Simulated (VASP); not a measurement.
Wanted: the native input for a VASP 6.6.1 run.

| Item | Value |
| --- | --- |
| Task | single point |
| Functional | PBEsol |
| Potentials or basis | VASP PAW PBE potentials, release 64 (Co, C) |
| Cutoff | 520 eV |
| k mesh | 14 × 14 × 14 |
| Occupations | fermi-dirac, width 0.05 eV |
| Spin | collinear spin, ferromagnetic start |
| Starting moments | [1.7, 0.0] μB |
| Dipole correction | no |
| Further INCAR settings | ALGO = Normal; EDIFF = 1e-07; NBANDS = 18 |

The structure of CoC (CsCl type) lies in POSCAR:

```
CoC
1.0
    2.2649562115      0.0000000000      0.0000000000
    0.0000000000      2.2649562115      0.0000000000
    0.0000000000      0.0000000000      2.2649562115
Co C
1 1
Direct
    0.0000000000      0.0000000000      0.0000000000
    0.5000000000      0.5000000000      0.5000000000
```

These files were run (other wordings do the same):

INCAR

```
ALGO     = Normal         # electronic algorithm
EDIFF    = 1E-7           # SCF threshold, eV
ENCUT    = 520            # plane-wave cutoff, eV
GGA      = PS             # functional
ISIF     = 2              # what is computed and relaxed
ISMEAR   = -1             # smearing method
ISPIN    = 2              # spin polarisation
LASPH    = T              # aspherical terms in the spheres
LCHARG   = T              # write CHGCAR
LELF     = T              # ELF
LMAXMIX  = 4              # l up to which the mixer works
LORBIT   = 11             # projections on sites
LREAL    = F              # projectors in reciprocal space
LVHAR    = T            
LWAVE    = F              # write WAVECAR
MAGMOM   = 1.7 0          # initial moments
NBANDS   = 18             # bands
NELM     = 150            # most SCF steps
PREC     = Accurate       # precision mode
SIGMA    = 0.05           # smearing width, eV
```

KPOINTS

```
k-points
0
Gamma
  14 14 14
```

Potentials or basis: VASP PAW PBE potentials, release 64 (Co, C).

Launch:

```bash
$ cat potpaw_PBE.64/Co/POTCAR potpaw_PBE.64/C/POTCAR > POTCAR
$ mpirun -np 1 vasp_std > vasp.out
```

It gave:

- Pressure: 145.2 GPa
- Net moment: 0.61 μB per cell
- Site moments: Co +0.54; C +0.05 μB
- Valence electrons inside the program's atomic spheres: Co 9.54; C 2.44

Caveat: the PAW data sets were made with another functional, which shifts forces and pressure a little.

Run time: 26 s on 1 thread of AMD EPYC 9R45 96-Core Processor (Zen 5), with other jobs on the host, peak memory 0.12 GiB.
